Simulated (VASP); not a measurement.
Here is a VASP 6.6.1 calculation.

File INCAR:

```
SYSTEM = Pt
PREC = Accurate
ENCUT = 520
EDIFF = 1E-6
ISMEAR = -1
SIGMA = 0.1
LREAL = .FALSE.
LASPH = .TRUE.
NELM = 80
ALGO = Normal
ISIF = 2
LWAVE = .FALSE.
LCHARG = .FALSE.
GGA = PS
NBANDS = 17
```

The input KPOINTS:

```
regular mesh
0
G
  15 15 8
  0 0 0
```

POSCAR

```
Pt
1.0
    2.7682743180      0.0000000000      0.0000000000
   -1.3841371590      2.3973958841      0.0000000000
    0.0000000000      0.0000000000      4.7474782534
Pt
2
Direct
    0.3333333333      0.6666666667      0.2500000000
    0.6666666667      0.3333333333      0.7500000000
```

Potentials or basis: VASP PAW PBE potentials, release 64 (Pt).

Command:

```console
$ cat potpaw_PBE.64/Pt/POTCAR > POTCAR
$ mpirun -np 1 vasp_std > vasp.out
```

(1) Estimate the pressure.

(2) What does it give for the band gap on the k mesh?

Answers

(1) -10.2 GPa.

(2) zero (bands 10 and 11 overlap by 1.22 eV).

Caveat: the cell stands under tension; the PAW data sets were made with another functional, which shifts forces and pressure a little; spin-orbit coupling is left out, which moves the levels of the heavy elements.
